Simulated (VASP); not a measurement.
Set up this calculation in VASP 6.6.1, as the native input.

* Task: single point
* Functional: PBEsol
* Potentials or basis: VASP PAW PBE potentials, release 64 (Hg_sv_GW)
* Cutoff: 550 eV
* k mesh: 18 × 18 × 10
* Occupations: gaussian, width 0.1 eV
* Spin: no spin polarisation
* Dipole correction: no
* Further INCAR settings: ALGO = Normal; EDIFF = 1e-06; NBANDS = 27

The structure of Hg lies in POSCAR:

```
Hg
1.0
    2.8883449224      0.0000000000      0.0000000000
   -1.4441724612      2.5013800777      0.0000000000
    0.0000000000      0.0000000000      4.9835929668
Hg
2
Direct
    0.6666666667      0.3333333333      0.7500000000
    0.3333333333      0.6666666667      0.2500000000
```

The input as run:

INCAR

```
SYSTEM = Hg
PREC     = Accurate       ! precision mode
ENCUT    = 550            ! plane-wave cutoff, eV
EDIFF    = 1E-6           ! SCF threshold, eV
ISMEAR   = 0              ! smearing method
SIGMA    = 0.1            ! smearing width, eV
LREAL    = .FALSE.        ! projectors in reciprocal space
LASPH    = .TRUE.         ! aspherical terms in the spheres
NELM     = 120            ! most SCF steps
ALGO     = Normal         ! electronic algorithm
ISIF     = 2              ! what is computed and relaxed
LWAVE    = .FALSE.        ! write WAVECAR
LCHARG   = .TRUE.         ! write CHGCAR
GGA      = PS             ! functional
LELF     = .TRUE.         ! ELF
LVHAR    = .TRUE.       
NBANDS   = 27             ! bands
GGA_COMPAT= .FALSE.
```

KPOINTS

```
regular mesh
0
G
  18 18 10
  0 0 0
```

Potentials or basis: VASP PAW PBE potentials, release 64 (Hg_sv_GW).

Run with:

```console
$ cat potpaw_PBE.64/Hg_sv_GW/POTCAR > POTCAR
$ mpirun -np 1 vasp_std > vasp.out
```

Results of the run:

| Item | Value |
| --- | --- |
| Pressure | 24.7 GPa |
| Band gap on the k mesh | zero (bands 20 and 21 overlap by 2.50 eV) |

Caveat: the cell stands under pressure; the PAW data sets were made with another functional, which shifts forces and pressure a little; spin-orbit coupling is left out, which moves the levels of the heavy elements.

It took 74 s on 1 thread of Intel(R) Xeon(R) 6975P-C (Granite Rapids), with other jobs on the host, peak memory 0.34 GiB.
